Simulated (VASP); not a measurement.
Input of a VASP 6.6.1 run:

The input INCAR:

```
SYSTEM = KPt
ALGO = Normal
EDIFF = 1E-6
ENCUT = 520
GGA = PE
ISIF = 2
ISMEAR = 0
LASPH = .True.
LCHARG = .False.
LREAL = .False.
LWAVE = .False.
NBANDS = 16
NELM = 80
PREC = Accurate
SIGMA = 0.05
```

The input KPOINTS:

```
k-points
0
Gamma
  11 11 6
  0 0 0
```

File POSCAR:

```
KPt
1.0
    2.9705333416      0.0000000000      0.0000000000
   -1.4852671658      2.5725575991      0.0000000000
    0.0000000000      0.0000000000      5.2915785707
K Pt
1 1
Direct
    0.3333333333      0.6666666667      0.5000000000
    0.0000000000      0.0000000000      0.0000000000
```

Potentials or basis: VASP PAW PBE potentials, release 64 (K_sv, Pt).

The run is started by

```console
$ cat potpaw_PBE.64/K_sv/POTCAR potpaw_PBE.64/Pt/POTCAR > POTCAR
$ mpirun -np 1 vasp_std > vasp.out
```

Task: What does it give for the pressure?

Result: 2.6 GPa.

Task: Predict the band gap on the k mesh.

Result: Zero (an odd number of electrons rules out a gap without spin polarisation).

Stress tensor (GPa, compression positive):
```
2.20 0.00 0.00
0.00 2.20 0.00
0.00 0.00 3.49
```

Caveat: spin-orbit coupling is left out, which moves the levels of the heavy elements.
